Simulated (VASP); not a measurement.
Write the native input for VASP 6.6.1 that does the following.

```
Task                   : single point
Functional             : PBE
Potentials or basis    : VASP PAW PBE potentials, release 64 (Hf_pv, C)
Cutoff                 : 520 eV
k mesh                 : 8 × 8 × 8
Occupations            : gaussian, width 0.05 eV
Spin                   : no spin polarisation
Dipole correction      : no
Further INCAR settings : ALGO = Normal; EDIFF = 1e-06; NBANDS = 14
```

The structure of HfC lies in POSCAR:

```
HfC
1.0
    0.0000000000      2.3221631968      2.3221631968
    2.3221631968      0.0000000000      2.3221631968
    2.3221631968      2.3221631968      0.0000000000
Hf C
1 1
Direct
    0.5000000000      0.5000000000      0.5000000000
    0.0000000000      0.0000000000      0.0000000000
```

These files were run (other wordings do the same):

INCAR

```
SYSTEM = HfC
PREC = Accurate
ENCUT = 520
EDIFF = 1E-6
ISMEAR = 0
SIGMA = 0.05
LREAL = .False.
LASPH = .True.
NELM = 80
ALGO = Normal
ISIF = 2
LWAVE = .False.
LCHARG = .False.
GGA = PE
NBANDS = 14
```

KPOINTS

```
regular mesh
0
Gamma
  8 8 8
  0 0 0
```

Potentials or basis: VASP PAW PBE potentials, release 64 (Hf_pv, C).

Command:

```sh
$ cat potpaw_PBE.64/Hf_pv/POTCAR potpaw_PBE.64/C/POTCAR > POTCAR
$ mpirun -np 1 vasp_std > vasp.out
```

Results of the run:

```yaml
Pressure: 0.5 GPa
Band_gap_on_the_k_mesh: zero (band 7 reaches 6.99 eV, above the bottom of band 8 at 5.56 eV)
```

Caveat: spin-orbit coupling is left out, which moves the levels of the heavy elements.

Wall time 5 s on 1 thread of Intel(R) Xeon(R) Platinum 8559C (Emerald Rapids), on a shared host, peak memory 0.13 GiB.
